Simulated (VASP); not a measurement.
Here is a VASP 6.6.1 calculation.

The input INCAR:

```
SYSTEM = MgO
PREC = Accurate
ENCUT = 840
EDIFF = 1E-6
ISMEAR = 0
SIGMA = 0.02
LREAL = .FALSE.
LASPH = .TRUE.
NELM = 120
ALGO = Normal
ISIF = 2
LWAVE = .FALSE.
LCHARG = .FALSE.
GGA = CA
NBANDS = 15
GGA_COMPAT = .FALSE.
```

File KPOINTS:

```
regular mesh
0
G
  10 10 10
  0 0 0
```

The input POSCAR:

```
MgO
1.0
    0.0000000000      2.0803573067      2.0803573067
    2.0803573067      0.0000000000      2.0803573067
    2.0803573067      2.0803573067      0.0000000000
Mg O
1 1
Direct
    0.0000000000      0.0000000000      0.0000000000
    0.5000000000      0.5000000000      0.5000000000
```

Potentials or basis: VASP PAW LDA potentials, release 64 (Mg_sv, O).

Run with:

```sh
$ cat potpaw_LDA.64/Mg_sv/POTCAR potpaw_LDA.64/O/POTCAR > POTCAR
$ mpirun -np 1 vasp_std > vasp.out
```

(1) Estimate the band gap on the k mesh.

(2) What does it give for the pressure?

Answers

(1) 5.03 eV.

(2) 0.4 GPa.

**Experimental background.**

“Electronic structure of alkaline earth and post-transition metal oxides”, 2009, arxiv:0908.1581 quotes, for a bulk crystal of MgO: band gap 7.83 eV.

Measured gap of MgO: 7.83 eV (quoted in “Electronic structure of alkaline earth and post-transition metal oxides”, 2009, arxiv:0908.1581). This calculation gives 5.03 eV (-2.80 eV). The value is that of LDA, without temperature or zero-point motion. Semilocal functionals fall short of measured gaps as a rule.
